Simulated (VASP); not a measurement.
# Er (Fm-3m) in VASP: a series of runs

The runs below take Er through single point, with PBE.

All numbers are computed with VASP 6.6.1; they aren't measurements. Logs are shortened: lines on timing, memory, paths and dates and some standing lists are left out, and cuts for length are marked.

**1. The cell of the first run**

The structure is cubic, space group Fm-3m (No. 225). Conventional cell: a = 4.858 Å, b = 4.858 Å, c = 4.858 Å, α = 90.00°, β = 90.00°, γ = 90.00°. Er (site symmetry m-3m) has 12 Er at 3.44 Å within 4.5 Å.

**2. Single point, PBE, collinear spin, ferromagnetic start (volume scaled by 0.94)**

File INCAR:

```
SYSTEM = Er
PREC = Accurate ; ENCUT = 520
EDIFF = 1E-7 ; ISMEAR = -1
SIGMA = 0.05 ; LREAL = .False.
LASPH = .True. ; NELM = 150
ALGO = Normal ; ISIF = 2
LWAVE = .False. ; LCHARG = .True.
ISPIN = 2 ; MAGMOM = 3
LORBIT = 11 ; LMAXMIX = 6
GGA = PE ; LELF = .True.
LVHAR = .True. ; NBANDS = 21
```

File KPOINTS:

```
regular mesh
0
Gamma
  9 9 9
  0 0 0
```

File POSCAR:

```
Er
1.0
    0.0000000000      2.4292201707      2.4292201707
    2.4292201707      0.0000000000      2.4292201707
    2.4292201707      2.4292201707      0.0000000000
Er
1
Direct
    0.0000000000      0.0000000000      0.0000000000
```

Potentials or basis: VASP PAW PBE potentials, release 64 (Er).

Started as:

```sh
$ cat potpaw_PBE.64/Er/POTCAR > POTCAR
$ mpirun -np 1 vasp_std > vasp.out
```

OUTCAR:

```text
SYSTEM = Er
   PREC = Accurate
   ENCUT = 520
   EDIFF = 1E-7
   ISMEAR = -1
   LREAL = .False.
   LASPH = .True.
   NELM = 150
   ISIF = 2
   ISPIN = 2
   LORBIT = 11
   GGA = PE

 ion  position               nearest neighbor table
   1  0.000  0.000  0.000-

  LATTYP: Found a face centered cubic cell.
 ALAT       =     4.8584403414

  Lattice vectors:

 A1 = (   0.0000000000,   2.4292201707,   2.4292201707)
 A2 = (   2.4292201707,   0.0000000000,   2.4292201707)
 A3 = (   2.4292201707,   2.4292201707,   0.0000000000)

Analysis of symmetry for initial positions (statically):
=====================================================================
 Subroutine PRICEL returns:
 Original cell was already a primitive cell.

 Routine SETGRP: Setting up the symmetry group for a
 face centered cubic supercell.

 Subroutine GETGRP returns: Found 48 space group operations
 (whereof 48 operations were pure point group operations)
 out of a pool of 48 trial point group operations.

The static configuration has the point symmetry O_h .

Analysis of symmetry for dynamics (positions and initial velocities):
=====================================================================
 Subroutine PRICEL returns:
 Original cell was already a primitive cell.

 Routine SETGRP: Setting up the symmetry group for a
 face centered cubic supercell.

 Subroutine GETGRP returns: Found 48 space group operations
 (whereof 48 operations were pure point group operations)
 out of a pool of 48 trial point group operations.

The dynamic configuration has the point symmetry O_h .

Analysis of structural, dynamic, and magnetic symmetry:
=====================================================================
 Subroutine PRICEL returns:
 Original cell was already a primitive cell.

 Routine SETGRP: Setting up the symmetry group for a
 face centered cubic supercell.

 Subroutine GETGRP returns: Found 48 space group operations
 (whereof 48 operations were pure point group operations)
 out of a pool of 48 trial point group operations.

The overall configuration has the point symmetry O_h .

 Subroutine INISYM returns: Found 48 space group operations
 (whereof 48 operations are pure point group operations),
 and found     1 'primitive' translations

----------------------------------------------------------------------------------------

                                     Primitive cell

  volume of cell :      28.6702

  direct lattice vectors                    reciprocal lattice vectors
     0.000000000  2.429220171  2.429220171    -0.205827370  0.205827370  0.205827370
     2.429220171  0.000000000  2.429220171     0.205827370 -0.205827370  0.205827370
     2.429220171  2.429220171  0.000000000     0.205827370  0.205827370 -0.205827370

  length of vectors
     3.435436111  3.435436111  3.435436111     0.356503463  0.356503463  0.356503463

  position of ions in fractional coordinates (direct lattice)
     0.000000000  0.000000000  0.000000000

  ion indices of the primitive-cell ions
   primitive index   ion index
                 1           1

----------------------------------------------------------------------------------------

 KPOINTS: regular mesh

Automatic generation of k-mesh.
 Grid dimensions read from file:
 generate k-points for:    9    9    9

 Generating k-lattice:

  Cartesian coordinates                     Fractional coordinates (reciprocal lattice)
    -0.022869708  0.022869708  0.022869708     0.111111111  0.000000000  0.000000000
     0.022869708 -0.022869708  0.022869708     0.000000000  0.111111111  0.000000000
     0.022869708  0.022869708 -0.022869708     0.000000000  0.000000000  0.111111111

  Length of vectors
     0.039611496  0.039611496  0.039611496

  Shift w.r.t. Gamma in fractional coordinates (k-lattice)
     0.000000000  0.000000000  0.000000000

 Subroutine IBZKPT returns following result:
 ===========================================

 Found     35 irreducible k-points:

 Following reciprocal coordinates:
            Coordinates               Weight
  0.000000  0.000000  0.000000      1.000000
  0.111111  0.000000  0.000000      8.000000
  0.222222  0.000000  0.000000      8.000000
  0.333333  0.000000  0.000000      8.000000
  0.444444  0.000000  0.000000      8.000000
  0.111111  0.111111  0.000000      6.000000
[... 16 lines left out ...]
 -0.333333  0.333333  0.000000     12.000000
  0.444444  0.444444  0.000000      6.000000
 [... further k-points ...]
   k-points           NKPTS =     35   k-points in BZ     NKDIM =     35   number of bands    NBANDS=     21
   number of dos      NEDOS =    301   number of ions     NIONS =      1
   total plane-waves  NPLWV =  21952
   dimension x,y,z NGX =    28 NGY =   28 NGZ =   28
   dimension x,y,z NGXF=    56 NGYF=   56 NGZF=   56
   ions per type =               1
   NGX,Y,Z   is equivalent  to a cutoff of  13.55, 13.55, 13.55 a.u.
   NGXF,Y,Z  is equivalent  to a cutoff of  27.10, 27.10, 27.10 a.u.
 SYSTEM =  Er
   PREC   = accura    normal or accurate (medium, high low for compatibility)
   ISTART =      0    job   : 0-new  1-cont  2-samecut
   ICHARG =      2    charge: 1-file 2-atom 10-const
   ISPIN  =      2    spin polarized calculation?
   LNONCOLLINEAR =      F non collinear calculations
   LSORBIT =      F    spin-orbit coupling
   LASPH  =      T    aspherical Exc in radial PAW
   ENCUT  =  520.0 eV  38.22 Ry    6.18 a.u.   6.39  6.39  6.39*2*pi/ulx,y,z
   NELM   =    150;   NELMIN=  2; NELMDL= -5     # of ELM steps
   EDIFF  = 0.1E-06   stopping-criterion for ELM
   LREAL  =      F    real-space projection
   EDIFFG = 0.1E-05   stopping-criterion for IOM
   NSW    =      0    number of steps for IOM
   IBRION =     -1    ionic relax: 0-MD 1-quasi-New 2-CG
   NFREE  =      0    steps in history (QN), initial steepest desc. (CG)
   ISIF   =      2    stress and relaxation
   ISYM   =      2    0-nonsym 1-usesym 2-fastsym
   POTIM  = 0.5000    time-step for ionic-motion
   TEBEG  =    0.0;   TEEND  =   0.0 temperature during run
   PSTRESS=    0.0 pullay stress
   NELECT =      22.0000    total number of electrons
   NUPDOWN=      -1.0000    fix difference up-down
   EMIN   =  10.00;   EMAX   =-10.00  energy-range for DOS
   EFERMI =   0.00;   METHOD = LEGACY
   ISMEAR =    -1;   SIGMA  =   0.05  broadening in eV -4-tet -1-fermi 0-gaus
   EFERMI_NEDOS =   21; number of points for ismear=-14 and -15
   IALGO  =     38    algorithm
   IMIX   =      4    mixing-type and parameters
     AMIX     =   0.40;   BMIX     =  1.00
     AMIX_MAG =   1.60;   BMIX_MAG =  1.00
  volume/ion in A,a.u.               =      28.67       193.48
  Fermi-wavevector in a.u.,A,eV,Ry     =   1.498783  2.832290 30.563466  2.246351
  Thomas-Fermi vector in A             =   2.610498
   LORBIT       =     11    0 simple, 1 ext, 2 COOP (PROOUT), +10 PAW based schemes
   GGA     = PE    functional components
   LHFCALC =     F    Hartree Fock is set to
   AEXX    =    0.0000 exact exchange contribution
   IVDW    =     0    specifies the selected vdW correction
   LEPSILON=     F    determine dielectric tensor
   LRPA    =     F    only Hartree local field effects (RPA)
 spin polarized calculation
  energy-cutoff  :      520.00
  volume of cell :       28.67
 maximum number of plane-waves:       785
 NGX is ok and might be reduce to    28
   NGX = 13   NGY = 13   NGZ = 13

 number of electron      22.0000005 magnetization       2.4162951

 Free energy of the ion-electron system (eV)
  ---------------------------------------------------
  ext. energy  EPLUGINS =         0.00000000
  ---------------------------------------------------
  free energy    TOTEN  =        -4.96479028 eV

  energy without entropy =       -4.89021717  energy(sigma->0) =       -4.92750373

 E-fermi :   2.7237     XC(G=0): -10.5130

 val. band max:        2.7215563422   @ k =  -0.3333   0.2222   0.0000
 cond. band min:       2.7321829506   @ k =   0.3333   0.1111   0.0000
 fundamental gap:      0.0106266084
 Fermi energy:         2.7237232793

 spin component 1

 k-point     1 :       0.0000    0.0000    0.0000
  band No.  band energies     occupation
      1     -46.6010      1.00000
      2     -20.2966      1.00000
      3     -20.2966      1.00000
      4     -20.2966      1.00000
      5      -2.6093      1.00000
      6      -0.2007      1.00000
[... 13 lines left out ...]
     20      16.7505      0.00000
     21      16.7505      0.00000

 k-point     2 :       0.1111    0.0000    0.0000
  band No.  band energies     occupation
      1     -46.5938      1.00000
      2     -20.3969      1.00000
      3     -20.3090      1.00000
      4     -20.3090      1.00000
      5      -2.2403      1.00000
      6      -0.1914      1.00000
[... 520 lines left out ...]
 k-point    24 :       0.4444    0.4444    0.0000
  band No.  band energies     occupation
      1     -46.5209      1.00000
      2     -21.0231      1.00000
      3     -20.5722      1.00000
      4     -20.5722      1.00000
      5      -0.0255      1.00000
      6       0.3878      1.00000
[... 13 lines left out ...]
     20      13.9083      0.00000
     21      19.0399      0.00000

 [... further k-points ...]

 spin component 2

 k-point     1 :       0.0000    0.0000    0.0000
  band No.  band energies     occupation
      1     -45.5287      1.00000
      2     -19.5303      1.00000
      3     -19.5302      1.00000
      4     -19.5302      1.00000
      5      -2.5709      1.00000
      6       2.1482      0.99999
[... 13 lines left out ...]
     20      16.8332      0.00000
     21      16.8333      0.00000

 k-point     2 :       0.1111    0.0000    0.0000
  band No.  band energies     occupation
      1     -45.5207      1.00000
      2     -19.6398      1.00000
      3     -19.5435      1.00000
      4     -19.5435      1.00000
      5      -2.1948      1.00000
      6       2.1194      0.99999
[... 520 lines left out ...]
 k-point    24 :       0.4444    0.4444    0.0000
  band No.  band energies     occupation
      1     -45.4407      1.00000
      2     -20.3173      1.00000
      3     -19.8281      1.00000
      4     -19.8281      1.00000
      5       0.9684      1.00000
      6       1.9858      1.00000
[... 13 lines left out ...]
     20      14.1938      0.00000
     21      19.1736      0.00000

 [... further k-points ...]

------------------------ aborting loop because EDIFF is reached ----------------------------------------

  FORCE on cell =-STRESS in cart. coord.  units (eV):
  Direction    XX          YY          ZZ          XY          YZ          ZX
  --------------------------------------------------------------------------------------
  -------------------------------------------------------------------------------------
  Total        0.8712197      0.8712197      0.8712197     -0.0000000     -0.0000000      0.0000000
  in kB       48.6863954     48.6863954     48.6863954     -0.0000000     -0.0000000      0.0000000
  external PRESSURE =      48.6863954 kB  Pullay stress =       0.0000000 kB

 VOLUME and BASIS-vectors are now :
 -----------------------------------------------------------------------------
  energy-cutoff  :      520.00
  volume of cell :       28.67
      direct lattice vectors                 reciprocal lattice vectors
     0.000000000  2.429220171  2.429220171    -0.205827370  0.205827370  0.205827370
     2.429220171  0.000000000  2.429220171     0.205827370 -0.205827370  0.205827370
     2.429220171  2.429220171  0.000000000     0.205827370  0.205827370 -0.205827370

 POSITION                                       TOTAL-FORCE (eV/Angst)
 -----------------------------------------------------------------------------------
      0.00000      0.00000      0.00000        -0.000000     -0.000000     -0.000000
 -----------------------------------------------------------------------------------
    total drift:                               -0.000000     -0.000000     -0.000000

  FREE ENERGIE OF THE ION-ELECTRON SYSTEM (eV)
  ---------------------------------------------------
  free  energy   TOTEN  =        -4.9647902818 eV

  energy  without entropy=       -4.8902171738  energy(sigma->0) =       -4.92750373

 total charge

# of ion       s       p       d       f       tot
--------------------------------------------------
    1        2.148   5.749   0.453  11.336  19.686

 magnetization (x)

# of ion       s       p       d       f       tot
--------------------------------------------------
    1        0.004  -0.023   0.003   2.451   2.436
```

Wall time 53 s (1 thread of Intel Xeon 6975P-C (Granite Rapids), shared host); peak memory 0.2 GiB.

Results:

| Item | Value |
| --- | --- |
| Free energy | -4.9648 eV |
| Pressure | 4.9 GPa |
| Net moment | 2.42 μB per cell |
| Site moments | Er +2.44 μB |
| Valence electrons inside the program's atomic spheres | Er 19.69 |

Levels at points of the mesh, in eV from the Fermi level:
Spin up:
| k point | band 9 | band 10 | band 11 | band 12 | band 13 | band 14 | band 15 | band 16 |
| --- | --- | --- | --- | --- | --- | --- | --- | --- |
| (0.00, 0.00, 0.00) | -2.37 | -1.76 | -1.76 | -1.76 | 2.67 | 2.67 | 2.67 | 5.33 |
Spin down:
| k point | band 8 | band 9 | band 10 | band 11 | band 12 | band 13 |
| --- | --- | --- | --- | --- | --- | --- |
| (0.00, 0.00, 0.00) | -0.58 | -0.07 | -0.07 | -0.07 | 0.15 | 2.85 |

Caveat: the magnetic or orbital state may not be the lowest; spin-orbit coupling is left out, which moves the levels of the heavy elements. The state reached can hang on the start; a lower one may exist.

(Part 1 of 2 ends here.)
